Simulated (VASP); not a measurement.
Set up this calculation in VASP 6.6.1, as the native input.

* Task: single point
* Functional: LDA
* Potentials or basis: VASP PAW LDA potentials, release 64 (Ta_pv, As, Au, O)
* Cutoff: 600 eV
* k mesh: 3 × 3 × 3
* Occupations: fermi-dirac, width 0.05 eV
* Spin: no spin polarisation
* Dipole correction: no
* Further INCAR settings: ALGO = Normal; EDIFF = 1e-06; NBANDS = 84

The structure of Ta3AsAu2O13 lies in POSCAR:

```
Ta3AsAu2O13
1.0
    5.2423700000      3.0266800000      4.1427300000
   -5.2423700000      3.0266800000      4.1427300000
    0.0000000000     -6.0533700000      4.1427300000
Ta As Au O
3 1 2 13
Direct
    0.2310800000      0.5722900000      0.2310800000
    0.2310800000      0.2310800000      0.5722900000
    0.5722900000      0.2310800000      0.2310800000
    0.5587800000      0.5587800000      0.5587800000
    0.9655900000      0.9655900000      0.9655900000
    0.7510500000      0.7510500000      0.7510500000
    0.4088400000      0.6676200000      0.4088400000
    0.4088400000      0.4088400000      0.6676200000
    0.6676200000      0.4088400000      0.4088400000
    0.4972600000      0.0131300000      0.3602400000
    0.3602400000      0.4972600000      0.0131300000
    0.0131300000      0.3602400000      0.4972600000
    0.3602400000      0.0131300000      0.4972600000
    0.0131300000      0.4972600000      0.3602400000
    0.4972600000      0.3602400000      0.0131300000
    0.1096300000      0.7480600000      0.1096300000
    0.1096300000      0.1096300000      0.7480600000
    0.7480600000      0.1096300000      0.1096300000
    0.3084000000      0.3084000000      0.3084000000
```

These files were run (other wordings do the same):

INCAR

```
ALGO = Normal
EDIFF = 1E-6
ENCUT = 600
GGA_COMPAT = False
ISIF = 2
ISMEAR = -1
LASPH = True
LCHARG = True
LELF = True
LREAL = False
LVHAR = True
LWAVE = False
NBANDS = 84
NELM = 120
PREC = Accurate
SIGMA = 0.05
```

KPOINTS

```
k-points
0
Gamma
  3 3 3
```

Potentials or basis: VASP PAW LDA potentials, release 64 (Ta_pv, As, Au, O).

Launch:

```bash
$ cat potpaw_LDA.64/Ta_pv/POTCAR potpaw_LDA.64/As/POTCAR potpaw_LDA.64/Au/POTCAR potpaw_LDA.64/O/POTCAR > POTCAR
$ mpirun -np 1 vasp_std > vasp.out
```

Results of the run:

```
Pressure               : -5.0 GPa
Largest force          : 0.517 eV/Å
Band gap on the k mesh : 1.01 eV (least direct gap 1.05 eV)
```

Caveat: the cell stands under tension; spin-orbit coupling is left out, which moves the levels of the heavy elements.

It took 4.2 min on 1 thread of Oxide Virtual Turin-like Processor (shared host), peak memory 0.47 GiB.
